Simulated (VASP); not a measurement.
Runs of VASP 6.6.1 on SnTe. The structure is that of space group Fm-3m (No. 225), or close to it. The cells are those of the table. 

| task | level | cell | cutoff (eV) | pressure (GPa) | relaxed volume (Å³/atom) |
| --- | --- | --- | --- | --- | --- |
| single point | r2SCAN+rVV10 | a = 4.478 Å, angles 60.0°, 2 atoms | 520 | (a) | - |
| single point | PBE | a = 4.533 Å, angles 60.0°, 2 atoms | 520 | -0.1 | - |
| relaxation of cell and atoms | PBE | relaxed from a = 4.456 Å, angles 60.0°, 2 atoms | 600 | 0.0 | 32.90 |
| relaxation of cell and atoms | RPBE | relaxed from a = 4.456 Å, angles 60.0°, 2 atoms | 600 | 0.0 | 34.05 |
| relaxation of cell and atoms | r2SCAN+rVV10 | relaxed from a = 4.456 Å, angles 60.0°, 2 atoms | 600 | 0.0 | 31.85 |
| single point | RPBE | a = 4.585 Å, angles 60.0°, 2 atoms | 520 | -0.1 | - |

Alike in all rows: potentials or basis VASP PAW PBE potentials, release 64 (Sn_d, Te); no spin polarisation; k mesh 5 × 5 × 5; smearing fermi-dirac 0.05 eV.

**Question.** Fill in the values left out.

**Answer.** (a) 0.1.

Caveats: the PAW data sets were made with another functional, which shifts forces and pressure a little (at least some runs).
